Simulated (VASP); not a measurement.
Write the native input for VASP 6.6.1 that does the following.

```yaml
Task: single point
Functional: LDA
Potentials_or_basis: VASP PAW LDA potentials, release 64 (Si, C)
Cutoff: 520 eV
k_mesh: 12 × 12 × 12
Occupations: gaussian, width 0.05 eV
Spin: no spin polarisation
Dipole_correction: no
Further_INCAR_settings: ALGO = Normal; EDIFF = 1e-06; NBANDS = 11
```

The structure of SiC lies in POSCAR:

```
SiC
1.0
    0.0000000000      2.1103002736      2.1103002736
    2.1103002736      0.0000000000      2.1103002736
    2.1103002736      2.1103002736      0.0000000000
Si C
1 1
Direct
    0.0011855404     -0.0011855404      0.0011855404
    0.7472278827      0.7527721173      0.7472278827
```

These files were run (other wordings do the same):

INCAR

```
PREC = Accurate ; ENCUT = 520
EDIFF = 1E-6 ; ISMEAR = 0
SIGMA = 0.05 ; LREAL = F
LASPH = T ; NELM = 60
ALGO = Normal ; ISIF = 2
LWAVE = F ; LCHARG = F
GGA = CA ; NBANDS = 11
```

KPOINTS

```
regular mesh
0
Gamma
  12 12 12
```

Potentials or basis: VASP PAW LDA potentials, release 64 (Si, C).

Run with:

```bash
$ cat potpaw_LDA.64/Si/POTCAR potpaw_LDA.64/C/POTCAR > POTCAR
$ mpirun -np 1 vasp_std > vasp.out
```

It gave:

- Pressure: 20.7 GPa
- Largest force: 0.390 eV/Å
- Band gap on the k mesh: 1.14 eV, indirect (least direct gap 4.55 eV)

Run time: 13 s on 1 thread of Intel(R) Xeon(R) 6975P-C (Granite Rapids), on a shared host, peak memory 0.16 GiB.
